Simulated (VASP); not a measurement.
# N (P4_2/mnm) in VASP: relaxation of cell and atoms with r2SCAN

Aim: the relaxation of cell and atoms of N with r2SCAN.

Program: VASP 6.6.1. These are calculated values, not measurements. Logs are shortened: lines on timing, memory, paths and dates and some standing lists are left out, and cuts for length are marked.

### Step 1. The cell of the first run

The structure is tetragonal, space group P4_2/mnm (No. 136). The conventional cell has a = 4.107 Å, b = 4.107 Å, c = 5.367 Å, α = 90.00°, β = 90.00°, γ = 90.00°. N (site symmetry m2m) has 1 N at 1.09 Å within 1.5 Å.

### Step 2. Relaxation of cell and atoms, r2SCAN

Input file POSCAR:

```
N
1.0
    4.1070556188      0.0000000000      0.0000000000
    0.0000000000      4.1070556188      0.0000000000
    0.0000000000      0.0000000000      5.3669212219
N
4
Direct
    0.9059077494      0.9059077494      0.0000000000
    0.5940922506      0.4059077494      0.5000000000
    0.0940922506      0.0940922506      0.0000000000
    0.4059077494      0.5940922506      0.5000000000
```

Input file INCAR.step1:

```
PREC = Accurate
ENCUT = 910
ISMEAR = 0
SIGMA = 0.02
LREAL = False
LASPH = True
NELM = 120
GGA = PE
ALGO = Normal
EDIFF = 1E-5
LWAVE = True
LCHARG = False
GGA_COMPAT = False
IBRION = 2
ISIF = 3
EDIFFG = -0.005
NELMIN = 4
NSW = 100
```

Input file INCAR.step2:

```
PREC = Accurate
ENCUT = 910
EDIFF = 1E-7
ISMEAR = 0
SIGMA = 0.02
LREAL = False
LASPH = True
NELM = 120
ALGO = Normal
ISIF = 3
LWAVE = False
LCHARG = False
METAGGA = R2SCAN
LMIXTAU = True
IBRION = 2
NSW = 100
EDIFFG = -0.005
ISTART = 1
GGA_COMPAT = False
NELMIN = 4
```

Input file KPOINTS:

```
regular mesh
0
Gamma
  6 6 4
```

Potentials or basis: VASP PAW PBE potentials, release 64 (N_h).

Run with:

```sh
$ cat potpaw_PBE.64/N_h/POTCAR > POTCAR
$ cp INCAR.step1 INCAR
$ mpirun -np 1 vasp_std > vasp.out
$ cp INCAR.step2 INCAR
$ mpirun -np 1 vasp_std > vasp.out
```

OUTCAR:

```text
PREC = Accurate
   ENCUT = 910
   EDIFF = 1E-7
   ISMEAR = 0
   LREAL = False
   LASPH = True
   NELM = 120
   ISIF = 3
   METAGGA = R2SCAN
   IBRION = 2
   NSW = 100
   EDIFFG = -0.005
   ISTART = 1
   NELMIN = 4

 ion  position               nearest neighbor table
   1  0.906  0.906  0.000-   3 1.09
   2  0.594  0.406  0.500-   4 1.09
   3  0.094  0.094  0.000-   1 1.09
   4  0.406  0.594  0.500-   2 1.09

  LATTYP: Found a simple tetragonal cell.
 ALAT       =     4.1070556188
 C/A-ratio  =     1.3067564017

  Lattice vectors:

 A1 = (   4.1070556188,   0.0000000000,   0.0000000000)
 A2 = (   0.0000000000,   4.1070556188,   0.0000000000)
 A3 = (   0.0000000000,   0.0000000000,   5.3669212219)

Analysis of symmetry for initial positions (statically):
=====================================================================
 Subroutine PRICEL returns:
 Original cell was already a primitive cell.

 Routine SETGRP: Setting up the symmetry group for a
 simple tetragonal supercell.

 Subroutine GETGRP returns: Found 16 space group operations
 (whereof  8 operations were pure point group operations)
 out of a pool of 16 trial point group operations.

The static configuration has the point symmetry D_2h.
 The point group associated with its full space group is D_4h.

Analysis of symmetry for dynamics (positions and initial velocities):
=====================================================================
 Subroutine PRICEL returns:
 Original cell was already a primitive cell.

 Routine SETGRP: Setting up the symmetry group for a
 simple tetragonal supercell.

 Subroutine GETGRP returns: Found 16 space group operations
 (whereof  8 operations were pure point group operations)
 out of a pool of 16 trial point group operations.

The dynamic configuration has the point symmetry D_2h.
 The point group associated with its full space group is D_4h.

 Subroutine INISYM returns: Found 16 space group operations
 (whereof  8 operations are pure point group operations),
 and found     1 'primitive' translations

----------------------------------------------------------------------------------------

                                     Primitive cell

  volume of cell :      90.5287

  direct lattice vectors                    reciprocal lattice vectors
     4.107055619  0.000000000  0.000000000     0.243483433  0.000000000  0.000000000
     0.000000000  4.107055619  0.000000000     0.000000000  0.243483433  0.000000000
     0.000000000  0.000000000  5.366921222     0.000000000  0.000000000  0.186326566

  length of vectors
     4.107055619  4.107055619  5.366921222     0.243483433  0.243483433  0.186326566

  position of ions in fractional coordinates (direct lattice)
     0.905907749  0.905907749  0.000000000
     0.594092251  0.405907749  0.500000000
     0.094092251  0.094092251  0.000000000
     0.405907749  0.594092251  0.500000000

  ion indices of the primitive-cell ions
   primitive index   ion index
                 1           1
                 2           2
                 3           3
                 4           4

----------------------------------------------------------------------------------------

 KPOINTS: regular mesh

Automatic generation of k-mesh.
 Grid dimensions read from file:
 generate k-points for:    6    6    4

 Generating k-lattice:

  Cartesian coordinates                     Fractional coordinates (reciprocal lattice)
     0.040580572  0.000000000  0.000000000     0.166666667  0.000000000  0.000000000
     0.000000000  0.040580572  0.000000000     0.000000000  0.166666667  0.000000000
     0.000000000  0.000000000  0.046581641     0.000000000  0.000000000  0.250000000

  Length of vectors
     0.040580572  0.040580572  0.046581641

  Shift w.r.t. Gamma in fractional coordinates (k-lattice)
     0.000000000  0.000000000  0.000000000

 Subroutine IBZKPT returns following result:
 ===========================================

 Found     30 irreducible k-points:

 Following reciprocal coordinates:
            Coordinates               Weight
  0.000000  0.000000  0.000000      1.000000
  0.166667  0.000000  0.000000      4.000000
  0.333333  0.000000  0.000000      4.000000
  0.500000  0.000000  0.000000      2.000000
  0.166667  0.166667  0.000000      4.000000
  0.333333  0.166667  0.000000      8.000000
[... 16 lines left out ...]
  0.333333  0.000000  0.500000      4.000000
  0.500000  0.000000  0.500000      2.000000
 [... further k-points ...]
   k-points           NKPTS =     30   k-points in BZ     NKDIM =     30   number of bands    NBANDS=     14
   number of dos      NEDOS =    301   number of ions     NIONS =      4
   total plane-waves  NPLWV =  86400
   dimension x,y,z NGX =    40 NGY =   40 NGZ =   54
   dimension x,y,z NGXF=    80 NGYF=   80 NGZF=  108
   ions per type =               4
   NGX,Y,Z   is equivalent  to a cutoff of  16.19, 16.19, 16.73 a.u.
   NGXF,Y,Z  is equivalent  to a cutoff of  32.38, 32.38, 33.45 a.u.
 SYSTEM =  unknown system
   PREC   = accura    normal or accurate (medium, high low for compatibility)
   ISTART =      1    job   : 0-new  1-cont  2-samecut
   ICHARG =      0    charge: 1-file 2-atom 10-const
   ISPIN  =      1    spin polarized calculation?
   LNONCOLLINEAR =      F non collinear calculations
   LSORBIT =      F    spin-orbit coupling
   LASPH  =      T    aspherical Exc in radial PAW
   ENCUT  =  910.0 eV  66.88 Ry    8.18 a.u.  10.10 10.10 13.20*2*pi/ulx,y,z
   NELM   =    120;   NELMIN=  4; NELMDL=  0     # of ELM steps
   EDIFF  = 0.1E-06   stopping-criterion for ELM
   LREAL  =      F    real-space projection
   EDIFFG = -.5E-02   stopping-criterion for IOM
   NSW    =    100    number of steps for IOM
   IBRION =      2    ionic relax: 0-MD 1-quasi-New 2-CG
   NFREE  =      1    steps in history (QN), initial steepest desc. (CG)
   ISIF   =      3    stress and relaxation
   ISYM   =      2    0-nonsym 1-usesym 2-fastsym
   POTIM  = 0.5000    time-step for ionic-motion
   TEBEG  =    0.0;   TEEND  =   0.0 temperature during run
   PSTRESS=    0.0 pullay stress
   NELECT =      20.0000    total number of electrons
   NUPDOWN=      -1.0000    fix difference up-down
   EMIN   =  10.00;   EMAX   =-10.00  energy-range for DOS
   EFERMI =   0.00;   METHOD = LEGACY
   ISMEAR =     0;   SIGMA  =   0.02  broadening in eV -4-tet -1-fermi 0-gaus
   EFERMI_NEDOS =   21; number of points for ismear=-14 and -15
   IALGO  =     38    algorithm
   IMIX   =      4    mixing-type and parameters
     AMIX     =   0.40;   BMIX     =  1.00
     AMIX_MAG =   1.60;   BMIX_MAG =  1.00
  volume/ion in A,a.u.               =      22.63       152.73
  Fermi-wavevector in a.u.,A,eV,Ry     =   0.989668  1.870201 13.326118  0.979442
  Thomas-Fermi vector in A             =   2.121283
   LORBIT       =      0    0 simple, 1 ext, 2 COOP (PROOUT), +10 PAW based schemes
   METAGGA = R2SCAN    functional components
   LHFCALC =     F    Hartree Fock is set to
   AEXX    =    0.0000 exact exchange contribution
   IVDW    =     0    specifies the selected vdW correction
   LEPSILON=     F    determine dielectric tensor
   LRPA    =     F    only Hartree local field effects (RPA)
 conjugate gradient relaxation of ions
 non-spin polarized calculation
 Gauss-broadening in eV      SIGMA  =   0.02
  energy-cutoff  :      910.00
  volume of cell :       90.53
 maximum number of plane-waves:      5684
   NGX = 21   NGY = 21   NGZ = 27

--------------------------------------- Ionic step        1  -------------------------------------------

 number of electron      19.9999999 magnetization

 Free energy of the ion-electron system (eV)
  ---------------------------------------------------
  ext. energy  EPLUGINS =         0.00000000
  ---------------------------------------------------
  free energy    TOTEN  =       -36.90340826 eV

  energy without entropy =      -36.90340826  energy(sigma->0) =      -36.90340826

------------------------ aborting loop because EDIFF is reached ----------------------------------------

  FORCE on cell =-STRESS in cart. coord.  units (eV):
  Direction    XX          YY          ZZ          XY          YZ          ZX
  --------------------------------------------------------------------------------------
  -------------------------------------------------------------------------------------
  Total       -0.0374243     -0.0374243     -0.0787542     -0.0000000      0.0000000      0.0000000
  in kB       -0.6623348     -0.6623348     -1.3937921     -0.0000000      0.0000000      0.0000000
  external PRESSURE =      -0.9061539 kB  Pullay stress =       0.0000000 kB
[... 95 lines left out ...]
  FREE ENERGIE OF THE ION-ELECTRON SYSTEM (eV)
  ---------------------------------------------------
  free  energy   TOTEN  =       -36.9034308954 eV

  energy  without entropy=      -36.9034308954  energy(sigma->0) =      -36.90343090

[... ionic steps 4 to 8 ...]

--------------------------------------- Ionic step        9  -------------------------------------------

 number of electron      20.0000000 magnetization

------------------------ aborting loop because EDIFF is reached ----------------------------------------
[... 71 lines left out ...]
--------------------------------------- Ionic step       11  -------------------------------------------

 number of electron      20.0000000 magnetization

 Free energy of the ion-electron system (eV)
  ---------------------------------------------------
  ext. energy  EPLUGINS =         0.00000000
  ---------------------------------------------------
  free energy    TOTEN  =       -36.90444632 eV

  energy without entropy =      -36.90444632  energy(sigma->0) =      -36.90444632

 E-fermi :  -6.5504     XC(G=0):  -6.7009

 val. band max:       -6.6583963406   @ k =   0.5000   0.5000   0.5000
 cond. band min:       1.0792514857   @ k =   0.0000   0.0000   0.0000
 fundamental gap:      7.7376478263
 Fermi energy:        -6.5504355968

 k-point     1 :       0.0000    0.0000    0.0000
  band No.  band energies     occupation
      1     -25.9288      2.00000
      2     -25.8613      2.00000
      3     -10.2537      2.00000
      4     -10.2537      2.00000
      5      -8.5721      2.00000
      6      -7.9863      2.00000
      7      -7.9863      2.00000
      8      -7.8834      2.00000
      9      -7.6454      2.00000
     10      -6.8532      2.00000
     11       1.0793      0.00000
     12       2.0409      0.00000
     13       2.4152      0.00000
     14       2.4152      0.00000
[... 377 lines left out ...]
      1     -25.8819      2.00000
      2     -25.8819      2.00000
      3     -10.5109      2.00000
      4     -10.5109      2.00000
      5      -8.3474      2.00000
      6      -8.3474      2.00000
      7      -7.9833      2.00000
      8      -7.9833      2.00000
      9      -6.9415      2.00000
     10      -6.9415      2.00000
     11       1.7890      0.00000
     12       1.7890      0.00000
     13       2.5256      0.00000
     14       2.5256      0.00000

 [... further k-points ...]

------------------------ aborting loop because EDIFF is reached ----------------------------------------

  FORCE on cell =-STRESS in cart. coord.  units (eV):
  Direction    XX          YY          ZZ          XY          YZ          ZX
  --------------------------------------------------------------------------------------
  -------------------------------------------------------------------------------------
  Total        0.0077592      0.0077592     -0.0030816     -0.0000000      0.0000000      0.0000000
  in kB        0.1415385      0.1415385     -0.0562132     -0.0000000      0.0000000      0.0000000
  external PRESSURE =       0.0756213 kB  Pullay stress =       0.0000000 kB
[... 19 lines left out ...]
  FREE ENERGIE OF THE ION-ELECTRON SYSTEM (eV)
  ---------------------------------------------------
  free  energy   TOTEN  =       -36.9044463243 eV

  energy  without entropy=      -36.9044463243  energy(sigma->0) =      -36.90444632

 reached required accuracy - stopping structural energy minimisation
```

It took 38 min on 1 thread of Intel Xeon Platinum 8259CL at 2.50GHz (Skylake/Cascade Lake), shared host; peak memory 0.34 GiB.

What came out:

```yaml
Free_energy: -36.9044 eV
Relaxed_volume: 21.96 Å³/atom
Relaxed_cell: a = 4.071 Å, b = 4.071 Å, c = 5.300 Å, α = 90.00°, β = 90.00°, γ = 90.00°
Space_group_after_relaxing_to_0.1_Å: P4_2/mnm (No. 136)
Energy_gained_by_relaxing: 0.3 meV/atom
Ionic_steps: 11
Pressure_after_relaxing: 0.0 GPa
Band_gap_on_the_k_mesh: 7.74 eV (least direct gap 7.93 eV)
```

Forces in eV/Å, atoms in the order of the input:
```
N   -0.002 -0.002  0.000
N    0.002 -0.002  0.000
N    0.002  0.002  0.000
N   -0.002  0.002  0.000
```

Step by step:
| step | energy change (eV) | largest force (eV/Å) | pressure (GPa) | volume (Å³) |
| --- | --- | --- | --- | --- |
| 1 | 0.0000 | 0.0250 | -0.09 | 90.53 |
| 2 | 0.0003 | 0.2658 | -0.46 | 90.36 |
| 3 | 0.0000 | 0.0331 | -0.17 | 90.50 |
| 4 | -0.0001 | 0.0322 | -0.16 | 90.42 |
| 5 | -0.0002 | 0.0273 | -0.14 | 90.20 |
| 6 | -0.0005 | 0.0175 | -0.11 | 89.75 |
| 7 | -0.0009 | 0.0031 | -0.04 | 88.86 |
| 8 | -0.0009 | 0.0497 | 0.10 | 87.10 |
| 9 | -0.0010 | 0.0300 | 0.04 | 87.86 |
| 10 | 0.0000 | 0.3932 | -0.50 | 87.41 |
| 11 | -0.0010 | 0.0027 | 0.01 | 87.83 |

Final structure:
```
N
1.0
     4.07070    0.00000    0.00000
     0.00000    4.07070    0.00000
     0.00000    0.00000    5.30047
N
4
Direct
  0.90506 0.90506 0.00000
  0.59494 0.40506 0.50000
  0.09494 0.09494 0.00000
  0.40506 0.59494 0.50000
```

Caveat: the PAW data sets were made with another functional, which shifts forces and pressure a little.
